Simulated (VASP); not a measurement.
Runs of VASP 6.6.1 on LiCl. The structure is that of space group Fm-3m (No. 225), or close to it. The cells are those of the table. 

```tsv
cell	gap on the mesh (eV)
a = 3.590 Å, angles 60.0°, 2 atoms	(a)
a = 3.566 Å, angles 60.0°, 2 atoms	(b)
a = 3.615 Å, angles 60.0°, 2 atoms	7.36
a = 3.541 Å, angles 60.0°, 2 atoms	7.62
a = 3.639 Å, angles 60.0°, 2 atoms	7.24
a = 3.662 Å, angles 60.0°, 2 atoms	7.12
```

Alike in all rows: task single point; level r2SCAN; potentials or basis VASP PAW PBE potentials, release 64 (Li_sv, Cl); no spin polarisation; k mesh 10 × 10 × 10; cutoff (eV) 520; smearing fermi-dirac 0.02 eV.

Question: Estimate the missing entries.

Answer: (a) 7.50; (b) 7.60.

A k mesh can miss the band edges.
